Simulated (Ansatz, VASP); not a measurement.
SiO2 in VASP and in Ansatz

```
Si O
1.0
     4.10530    0.00000    0.00000
     0.00000    4.10530    0.00000
     0.00000    0.00000    2.85290
Si O
2 4
Direct
  0.50000 0.50000 0.50000
  0.00000 0.00000 0.00000
  0.69443 0.69443 0.00000
  0.19443 0.80557 0.50000
  0.30557 0.30557 0.00000
  0.80557 0.19443 0.50000
```

Alike in both runs: task single point; functional LDA; k mesh 6 × 6 × 8; occupations gaussian, width 0.05 eV; no spin polarisation.

|  | VASP | Ansatz |
| --- | --- | --- |
| version | VASP 6.6.1 | Ansatz 0.2.0 |
| potentials or method | VASP PAW LDA potentials, release 64 (Si, O), cutoff 520 eV | scalar-relativistic, plane waves, PAW |
| valence electrons in the cell | 32 | 32 |

```csv
,VASP,Ansatz,Ansatz less VASP
gap on the k mesh at the Fermi level (eV),4.69,4.69,-0.001
least direct gap on the mesh (eV),4.69,4.69,-0.001
pressure (GPa),-14.9,-15.8,-0.94
"traceless stress, the component that is largest in VASP (GPa)",-22.71,-22.94,-0.235
rms of the force components (eV/Å),0.128,0.129,+0.0002
```

Ansatz warns that its potentials were made for another functional, while VASP's fit it. LDA's correlation is that of Perdew and Zunger in VASP and of Perdew and Wang (1992) in Ansatz. Atom by atom the forces differ by 0.000 eV/Å (rms over components).
